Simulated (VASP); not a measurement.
Set up this calculation in VASP 6.6.1, as the native input.

```
Task                   : single point
Functional             : PBE
Potentials or basis    : VASP PAW PBE potentials, release 64 (Mg, Ti_sv, N)
Cutoff                 : 520 eV
k mesh                 : 4 × 4 × 4
Occupations            : gaussian, width 0.1 eV
Spin                   : collinear spin, ferromagnetic start
Starting moments       : [0.0, 1.0, 1.0, 1.0, 0.0] μB
Dipole correction      : no
Further INCAR settings : ALGO = Normal; EDIFF = 1e-06; NBANDS = 34
```

The structure of MgTi3N lies in POSCAR:

```
MgTi3N
1.0
    4.1745877800      0.0000000000      0.0000000000
    0.0000000000      4.1745877800      0.0000000000
    0.0000000000      0.0000000000      4.1745877800
Mg Ti N
1 3 1
Direct
    0.0000000000      0.0000000000      0.0000000000
    0.0000000000      0.5000000000      0.5000000000
    0.5000000000      0.0000000000      0.5000000000
    0.5000000000      0.5000000000      0.0000000000
    0.5000000000      0.5000000000      0.5000000000
```

The input as run:

INCAR

```
  ALGO = Normal
  EDIFF = 1E-6
  ENCUT = 520
  GGA = PE
  ISIF = 2
  ISMEAR = 0
  ISPIN = 2
  LASPH = T
  LCHARG = T
  LELF = T
  LMAXMIX = 4
  LORBIT = 11
  LREAL = F
  LVHAR = T
  LWAVE = F
  MAGMOM = 0 1 1 1 0
  NBANDS = 34
  NELM = 150
  PREC = Accurate
  SIGMA = 0.1
```

KPOINTS

```
k-points
0
Gamma
  4 4 4
```

Potentials or basis: VASP PAW PBE potentials, release 64 (Mg, Ti_sv, N).

Run with:

```bash
$ cat potpaw_PBE.64/Mg/POTCAR potpaw_PBE.64/Ti_sv/POTCAR potpaw_PBE.64/N/POTCAR > POTCAR
$ mpirun -np 1 vasp_std > vasp.out
```

It gave:

```
Pressure                                              : 2.1 GPa
Net moment                                            : 0.00 μB per cell
Valence electrons inside the program's atomic spheres : Mg 0.45; Ti 10.29; N 3.75
```

Caveat: the k points lie up to 0.38 Å⁻¹ apart.

It took 37 s on 1 thread of Intel(R) Xeon(R) Platinum 8488C (Sapphire Rapids), with other jobs on the host, peak memory 0.21 GiB.
